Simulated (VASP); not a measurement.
A run of VASP 6.6.1 is set up as follows.

INCAR

```
SYSTEM = S
ALGO     = Normal         ! electronic algorithm
EDIFF    = 1E-6           ! SCF threshold, eV
ENCUT    = 520            ! plane-wave cutoff, eV
GGA      = PS             ! functional
ISIF     = 2              ! what is computed and relaxed
ISMEAR   = -1             ! smearing method
LASPH    = .True.         ! aspherical terms in the spheres
LCHARG   = .True.         ! write CHGCAR
LELF     = .True.         ! ELF
LREAL    = .False.        ! projectors in reciprocal space
LVHAR    = .True.       
LWAVE    = .False.        ! write WAVECAR
NBANDS   = 9              ! bands
NELM     = 60             ! most SCF steps
PREC     = Accurate       ! precision mode
SIGMA    = 0.08           ! smearing width, eV
```

The input KPOINTS:

```
k-points
0
Gamma
  18 18 18
  0 0 0
```

POSCAR

```
S
1.0
    0.0000000000      1.7758123202      1.7758123202
    1.7758123202      0.0000000000      1.7758123202
    1.7758123202      1.7758123202      0.0000000000
S
1
Direct
    0.0000000000      0.0000000000      0.0000000000
```

Potentials or basis: VASP PAW PBE potentials, release 64 (S).

Command:

```sh
$ cat potpaw_PBE.64/S/POTCAR > POTCAR
$ mpirun -np 1 vasp_std > vasp.out
```

Question: Predict the pressure.

Answer: 49.0 GPa.

Question: What does it give for the band gap on the k mesh?

Answer: Zero (band 3 reaches 18.77 eV, above the bottom of band 4 at 8.73 eV).

Caveat: the PAW data sets were made with another functional, which shifts forces and pressure a little.
